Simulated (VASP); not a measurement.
# Al32O (a cell with a defect): single point with PBE

Crystal: Al32O (a cell with a defect).

```xyz
33
Lattice="8.1000 0.0000 0.0000 0.0000 8.1000 0.0000 0.0000 0.0000 8.1000" Properties=species:S:1:pos:R:3 pbc="T T T"
Al    3.8792    0.0002    0.0567
Al    5.9549    2.0163    0.1550
Al    5.8857   -0.0826    1.9517
Al   -0.2104   -0.1060    0.0217
Al    1.9404    1.9334    0.0193
Al    3.8538    4.0780    0.0717
Al    5.9050    5.9440   -0.0859
Al    1.9430   -0.0462    2.0088
Al    3.9931    2.0354    2.1374
Al    5.8935    4.0828    2.0903
Al    3.9649    0.0793    4.0655
Al    6.1229    1.9459    4.0167
Al    5.8167    0.0680    6.1637
Al   -0.0189    3.8786    0.3544
Al    1.7667    6.0443    0.0068
Al   -0.0287    1.8402    2.0158
Al    2.0928    3.9968    2.0808
Al    3.8953    6.0907    2.0320
Al    0.0044   -0.0114    3.9080
Al    2.1442    2.1171    4.1895
Al    4.0580    4.2400    4.1842
Al    5.9817    6.2738    4.0446
Al    2.0856    0.0404    6.0654
Al    4.1461    2.3137    6.1685
Al    6.9220    4.0690    6.1357
Al   -0.1881    6.0472    1.9746
Al    0.0832    3.9544    3.7748
Al    1.9241    6.0697    4.0014
Al    0.0422    1.7051    6.0581
Al    1.7517    4.0630    6.1355
Al    3.8225    6.1390    6.1534
Al   -0.0581    6.4056    5.9441
O     5.3946    3.5223    5.3175
```

```
Program             : VASP 6.6.1
Task                : single point
Functional          : PBE
Potentials or basis : VASP PAW PBE potentials, release 64 (Al, O)
Cutoff              : 520 eV
k mesh              : 3 × 3 × 3
Occupations         : fermi-dirac, width 0.05 eV
Spin                : no spin polarisation
```

The pressure is 2.4 GPa, the largest force is 1.486 eV/Å and the band gap on the k mesh is zero (band 51 reaches 8.13 eV, above the bottom of band 52 at 7.91 eV).

Forces on the atoms (eV/Å):
```
Al   0.130 -0.048  0.030
Al   0.110  0.069 -0.124
Al   0.185  0.064  0.072
Al   0.136  0.112 -0.009
Al   0.034  0.109  0.010
Al   0.129  0.035  0.031
Al   0.164  0.136  0.087
Al   0.001  0.037  0.038
Al   0.058 -0.040 -0.092
Al   0.146  0.001 -0.051
Al   0.049 -0.065 -0.016
Al  -0.024  0.282  0.163
Al   0.201 -0.027 -0.067
Al   0.005  0.182 -0.244
Al   0.157  0.064  0.029
Al  -0.022  0.138  0.004
Al  -0.067  0.042 -0.064
Al   0.119  0.109 -0.042
Al  -0.054 -0.004  0.136
Al  -0.151 -0.076 -0.125
Al  -0.084  0.124 -0.297
Al   0.075 -0.106  0.061
Al  -0.043 -0.003  0.018
Al  -0.180 -0.473  0.208
Al  -0.525  0.087  0.049
Al   0.124  0.065  0.097
Al  -0.094  0.141  0.245
Al   0.068  0.043  0.090
Al  -0.093  0.282  0.045
Al   0.169  0.037  0.000
Al   0.203 -0.026 -0.027
Al   0.018 -0.210  0.133
O   -0.945 -1.080 -0.385
```

Stress tensor (GPa, compression positive):
```
 1.86 -0.79 -0.68
-0.79  2.52 -0.66
-0.68 -0.66  2.89
```

Levels at points of the mesh, in eV from the Fermi level:
| k point | band 49 | band 50 | band 51 | band 52 | band 53 | band 54 |
| --- | --- | --- | --- | --- | --- | --- |
| (0.00, 0.00, 0.00) | -0.07 | -0.01 | 0.17 | 0.31 | 0.36 | 0.44 |

Run time: 17 min on 1 thread of Intel(R) Xeon(R) Platinum 8488C (Sapphire Rapids) (shared host), peak memory 0.67 GiB.
